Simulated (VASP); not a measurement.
# Be (Im-3m) in VASP: further runs, part 2 of 2

VASP 6.6.1. The steps go on from the part before.

## 3. Single point, PBEsol (8.37 Å³/atom)

This run uses another cell than the first one, of 8.37 Å³/atom.

INCAR reads:

```
PREC = Accurate
ENCUT = 520
EDIFF = 1E-6
ISMEAR = -1
SIGMA = 0.1
LREAL = False
LASPH = True
NELM = 80
ALGO = Normal
ISIF = 2
LWAVE = False
LCHARG = True
GGA = PS
LELF = True
LVHAR = True
NBANDS = 7
```

KPOINTS reads:

```
regular mesh
0
Gamma
  20 20 20
```

POSCAR reads:

```
Be
1.0
   -1.2792887337      1.2792887337      1.2792887337
    1.2792887337     -1.2792887337      1.2792887337
    1.2792887337      1.2792887337     -1.2792887337
Be
1
Direct
    0.0000000000      0.0000000000      0.0000000000
```

Potentials or basis: VASP PAW PBE potentials, release 64 (Be).

The run is started by

```
> cat potpaw_PBE.64/Be/POTCAR > POTCAR
> mpirun -np 1 vasp_std > vasp.out
```

Wall time 4.1 s (1 thread of Intel Xeon Platinum 8488C (Sapphire Rapids), shared host); peak memory 0.11 GiB.

Results (log left out):

* Free energy: -3.8869 eV
* Pressure: -8.2 GPa
* Band gap on the k mesh: zero (bands 1 and 2 overlap by 4.99 eV)

Levels at points of the mesh, in eV from the Fermi level:
```tsv
k point	band 1	band 2	band 3	band 4	band 5	band 6
(0.00, 0.00, 0.00)	-11.83	18.42	18.42	18.42	29.54	29.54
(0.50, 0.00, 0.00)	-4.96	0.24	11.67	14.77	19.66	25.01
(0.50, 0.50, 0.50)	3.79	3.79	3.79	9.54	9.54	17.08
```

Caveat: the cell stands under tension; the PAW data sets were made with another functional, which shifts forces and pressure a little.

## 4. Single point, PBEsol (8.68 Å³/atom)

This run uses another cell than the first one, of 8.68 Å³/atom.

INCAR reads:

```
SYSTEM = Be
PREC = Accurate
ENCUT = 520
EDIFF = 1E-6
ISMEAR = -1
SIGMA = 0.1
LREAL = .False.
LASPH = .True.
NELM = 60
ALGO = Normal
ISIF = 2
LWAVE = .False.
LCHARG = .True.
GGA = PS
LELF = .True.
LVHAR = .True.
NBANDS = 7
```

KPOINTS reads:

```
regular mesh
0
Gamma
  20 20 20
  0 0 0
```

POSCAR reads:

```
Be
1.0
   -1.2948913535      1.2948913535      1.2948913535
    1.2948913535     -1.2948913535      1.2948913535
    1.2948913535      1.2948913535     -1.2948913535
Be
1
Direct
    0.0000000000      0.0000000000      0.0000000000
```

Potentials or basis: VASP PAW PBE potentials, release 64 (Be).

The run is started by

```
> cat potpaw_PBE.64/Be/POTCAR > POTCAR
> mpirun -np 1 vasp_std > vasp.out
```

OUTCAR:

```text
SYSTEM = Be
   PREC = Accurate
   ENCUT = 520
   EDIFF = 1E-6
   ISMEAR = -1
   LREAL = .False.
   LASPH = .True.
   NELM = 60
   ISIF = 2
   GGA = PS

 ion  position               nearest neighbor table
   1  0.000  0.000  0.000-

  LATTYP: Found a body centered cubic cell.
 ALAT       =     2.5897827070

  Lattice vectors:

 A1 = (  -1.2948913535,   1.2948913535,   1.2948913535)
 A2 = (   1.2948913535,  -1.2948913535,   1.2948913535)
[... 419 lines left out ...]
      7      37.4787      0.00000

 [... further k-points ...]

------------------------ aborting loop because EDIFF is reached ----------------------------------------

  FORCE on cell =-STRESS in cart. coord.  units (eV):
  Direction    XX          YY          ZZ          XY          YZ          ZX
  --------------------------------------------------------------------------------------
  -------------------------------------------------------------------------------------
  Total       -0.6175067     -0.6175067     -0.6175067     -0.0000000     -0.0000000      0.0000000
  in kB     -113.9179749   -113.9179749   -113.9179749     -0.0000000     -0.0000000      0.0000000
  external PRESSURE =    -113.9179749 kB  Pullay stress =       0.0000000 kB

 VOLUME and BASIS-vectors are now :
 -----------------------------------------------------------------------------
  energy-cutoff  :      520.00
  volume of cell :        8.68
      direct lattice vectors                 reciprocal lattice vectors
    -1.294891353  1.294891353  1.294891353     0.000000000  0.386132781  0.386132781
     1.294891353 -1.294891353  1.294891353     0.386132781  0.000000000  0.386132781
     1.294891353  1.294891353 -1.294891353     0.386132781  0.386132781  0.000000000

 POSITION                                       TOTAL-FORCE (eV/Angst)
 -----------------------------------------------------------------------------------
      0.00000      0.00000      0.00000        -0.000000      0.000000      0.000000
 -----------------------------------------------------------------------------------
    total drift:                                0.000000      0.000000     -0.000000

  FREE ENERGIE OF THE ION-ELECTRON SYSTEM (eV)
  ---------------------------------------------------
  free  energy   TOTEN  =        -3.8678561228 eV

  energy  without entropy=       -3.8622914174  energy(sigma->0) =       -3.86507377
```

Run time: 7.7 s. Hardware: 1 thread of Intel Xeon Platinum 8488C (Sapphire Rapids), shared host; peak memory 0.12 GiB.

What came out:

```yaml
Free_energy: -3.8679 eV
Pressure: -11.4 GPa
Band_gap_on_the_k_mesh: zero (bands 1 and 2 overlap by 4.84 eV)
```

Levels at points of the mesh, in eV from the Fermi level:
| k point | band 1 | band 2 | band 3 | band 4 |
| --- | --- | --- | --- | --- |
| (0.00, 0.00, 0.00) | -11.60 | 17.89 | 17.89 | 17.89 |
| (0.50, 0.00, 0.00) | -4.81 | 0.16 | 11.35 | 14.38 |
| (0.50, 0.50, 0.50) | 3.70 | 3.70 | 3.70 | 9.38 |

Caveat: the cell stands under tension; the PAW data sets were made with another functional, which shifts forces and pressure a little.

## 5. The runs side by side

| cell | gap on the mesh (eV) | pressure (GPa) |
| --- | --- | --- |
| a = 2.188 Å, angles 109.5°, 1 atom | none | -4.3 |
| a = 2.216 Å, angles 109.5°, 1 atom | none | -8.2 |
| a = 2.243 Å, angles 109.5°, 1 atom | none | -11.4 |

Alike in all rows: task single point; level PBEsol; potentials or basis VASP PAW PBE potentials, release 64 (Be); no spin polarisation; k mesh 20 × 20 × 20; cutoff (eV) 520; smearing fermi-dirac 0.1 eV.

Caveats: the cell stands under tension; the PAW data sets were made with another functional, which shifts forces and pressure a little.

Absolute energies hang on the potentials; compare differences alone.
